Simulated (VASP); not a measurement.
Write the native input for VASP 6.6.1 that does the following.

* Task: relaxation of cell and atoms
* Functional: PBE
* Potentials or basis: VASP PAW PBE potentials, release 64 (Te)
* Cutoff: 600 eV
* k mesh: 3 × 3 × 4
* Occupations: gaussian, width 0.1 eV
* Spin: no spin polarisation
* Dipole correction: no
* Further INCAR settings: ALGO = Normal; EDIFF = 1e-06; IBRION = 2; EDIFFG = -0.04; NSW = 90; ISIF = 3

The structure of Te lies in POSCAR:

```
Te
1.0
    7.0859268600      0.0000000000      0.0000000000
   -3.5429634300      6.1365926700      0.0000000000
    0.0000000000      0.0000000000      5.2627629900
Te
6
Direct
    0.2075318500      0.4150637100      0.0000000000
    0.5849362900      0.7924681500      0.0000000000
    0.2075318500      0.7924681500      0.0000000000
    0.7924681500      0.5849362900      0.0000000000
    0.4150637100      0.2075318500      0.0000000000
    0.7924681500      0.2075318500      0.0000000000
```

The cell was generated, and may not be a known phase.

These files were run (other wordings do the same):

INCAR

```
PREC = Accurate
ENCUT = 600
EDIFF = 1E-6
ISMEAR = 0
SIGMA = 0.1
LREAL = False
LASPH = True
NELM = 60
ALGO = Normal
ISIF = 3
LWAVE = False
LCHARG = False
GGA = PE
IBRION = 2
NSW = 90
EDIFFG = -0.04
```

KPOINTS

```
Automatic mesh
0
Gamma
  3 3 4
```

Potentials or basis: VASP PAW PBE potentials, release 64 (Te).

Command:

```bash
$ cat potpaw_PBE.64/Te/POTCAR > POTCAR
$ mpirun -np 1 vasp_std > vasp.out
```

It gave:

The relaxed volume is 50.97 Å³/atom. The relaxed cell is a = 8.239 Å, b = 8.239 Å, c = 5.202 Å, α = 90.00°, β = 90.00°, γ = 120.00°, the space group after relaxing (to 0.1 Å) is P6/mmm (No. 191) and the energy gained by relaxing is 1294.6 meV/atom. The ionic steps are 10. The pressure after relaxing is 0.0 GPa and the band gap on the k mesh is zero (bands 18 and 19 overlap by 1.55 eV).

Caveat: the volume moved by over 15 % at a fixed basis, so the end points are rough; spin-orbit coupling is left out, which moves the levels of the heavy elements; this functional lacks dispersion, which binds layers or chains, so the pressure and a relaxed spacing across them are unreliable.

Run time: 4.1 min on 1 thread of AMD EPYC 9R45 96-Core Processor (Zen 5) (shared host), peak memory 0.38 GiB.
